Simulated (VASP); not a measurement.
Write the native input for VASP 6.6.1 that does the following.

```
Task                   : single point
Functional             : PBEsol
Potentials or basis    : VASP PAW PBE potentials, release 64 (Cu, N, O)
Cutoff                 : 520 eV
k mesh                 : 3 × 3 × 1
Occupations            : gaussian, width 0.1 eV
Spin                   : no spin polarisation
Dipole correction      : no
Further INCAR settings : LREAL = Auto; ALGO = Normal; EDIFF = 1e-06; NBANDS = 108
```

The structure of Cu16NO lies in POSCAR:

```
Cu16NO
1.0
    5.1053110000      0.0000000000      0.0000000000
    0.0000000000      5.1053110000      0.0000000000
    0.0000000000      0.0000000000     17.4150000000
Cu N O
16 1 1
Direct
    0.2500000490      0.2500000490      0.0574217628
    0.7499999510      0.2500000490      0.0574217628
    0.2500000490      0.7499999510      0.0574217628
    0.7499999510      0.7499999510      0.0574217628
    0.0023596995     -0.0006072108      0.1550092449
    0.4976235532     -0.0006749834      0.1550207293
    0.0003451308      0.5034941064      0.1550494976
    0.4996251942      0.5035483637      0.1550579960
    0.2498061333      0.2549805487      0.2573349411
    0.7498931995      0.2543472866      0.2531414872
    0.2499375650      0.7535744639      0.2601808786
    0.7501264859      0.7580462777      0.2576322136
    0.0052257345      0.0326704877      0.3628669538
    0.4916064859      0.0292082108      0.3620972725
    0.0067749056      0.5051470909      0.3616960092
    0.4950290002      0.5024281577      0.3618470284
    0.7498642100      0.7778211749      0.3741703704
    0.7526663900      0.3482920042      0.4267679587
```

One way to write it, as run:

INCAR

```
  PREC = Accurate
  ENCUT = 520
  EDIFF = 1E-6
  ISMEAR = 0
  SIGMA = 0.1
  LREAL = Auto
  LASPH = True
  NELM = 80
  ALGO = Normal
  ISIF = 2
  LWAVE = False
  LCHARG = False
  GGA = PS
  NBANDS = 108
```

KPOINTS

```
Automatic mesh
0
Gamma
  3 3 1
```

Potentials or basis: VASP PAW PBE potentials, release 64 (Cu, N, O).

Command:

```sh
$ cat potpaw_PBE.64/Cu/POTCAR potpaw_PBE.64/N/POTCAR potpaw_PBE.64/O/POTCAR > POTCAR
$ mpirun -np 1 vasp_std > vasp.out
```

Results of the run:

The largest force is 1.583 eV/Å and the band gap on the k mesh is zero (an odd number of electrons rules out a gap without spin polarisation).

Caveat: the k points lie up to 0.41 Å⁻¹ apart, too coarse for converged energies and pressures of a metal; the PAW data sets were made with another functional, which shifts forces and pressure a little; an odd number of electrons without spin polarisation forces a metal; a magnetic or distorted state may lie lower.

Wall time 12 min on 1 thread of Intel(R) Xeon(R) 6975P-C (Granite Rapids), on a shared host, peak memory 0.58 GiB.
